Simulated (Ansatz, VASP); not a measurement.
Two plane-wave programs on Si3N2

INCAR

```
SYSTEM = Si3N2
PREC = Accurate
ENCUT = 600
EDIFF = 1E-6
ISMEAR = 0
SIGMA = 0.1
LREAL = .False.
LASPH = .True.
NELM = 100
ALGO = Normal
ISIF = 3
LWAVE = .False.
LCHARG = .False.
GGA = PE
IBRION = 2
NSW = 100
EDIFFG = -0.01
```

KPOINTS

```
regular mesh
0
Gamma
  10 10 8
  0 0 0
```

The input POSCAR:

```
Si3N2
1.0
    3.5220750232      0.0000000000      0.0000000000
    0.0000000000      3.5220750232      0.0000000000
    0.0000000000      0.0000000000      5.1545527890
Si N
3 2
Direct
    0.5000000000      0.5000000000      0.0000000000
    0.0000000000      0.5000000000      0.6400132239
    0.5000000000      0.0000000000      0.3599867761
    0.5000000000      0.5000000000      0.5000000000
    0.0000000000      0.0000000000      0.5000000000
```

Input for Ansatz:

```yaml
crystal:
  lattice:
    - [3.5220750232, 0.0, 0.0]
    - [0.0, 3.5220750232, 0.0]
    - [0.0, 0.0, 5.154552789]
  atoms:
    - { symbol: Si, position: [0.5, 0.5, 0.0] }
    - { symbol: Si, position: [0.0, 0.5, 0.6400132239] }
    - { symbol: Si, position: [0.5, 0.0, 0.3599867761] }
    - { symbol: "N", position: [0.5, 0.5, 0.5] }
    - { symbol: "N", position: [0.0, 0.0, 0.5] }
basis:
  ecutwfc: 420
kpoints:
  mp_grid: { grid: [10, 10, 8] }
hamiltonian:
  xc: pbe
scf:
  occupations: { method: gaussian, width: 0.1 }
output:
  forces: true
  stress: true
  eigenvalues: true
  write_density: true
  write_potential: true
  elf: true
  volumetric_format: npy
relax:
  adjacent_minimum: "off"
  f_tol: 0.01
  max_steps: 80
  cell: { stress_tol: 0.05 }
```

Alike in both runs: task relaxation of cell and atoms; functional PBE; k mesh 10 × 10 × 8; occupations gaussian, width 0.1 eV; no spin polarisation.

|  | VASP | Ansatz |
| --- | --- | --- |
| version | VASP 6.6.1 | Ansatz 0.2.0 |
| potentials or method | VASP PAW PBE potentials, release 64 (Si, N), cutoff 600 eV | scalar-relativistic, plane waves, PAW |
| valence electrons in the cell | 22 | 22 |

```tsv
	VASP	Ansatz	Ansatz less VASP
gap on the k mesh at the Fermi level, each at its own relaxed structure (eV)	none	none	-
relaxed volume (Å³/atom)	13.05	13.05	+0.004
relaxed cell length with the largest relative difference (Å)	5.311	5.314	+0.0021
```

A gap of «none» marks a metal or a gap that the smearing closes.
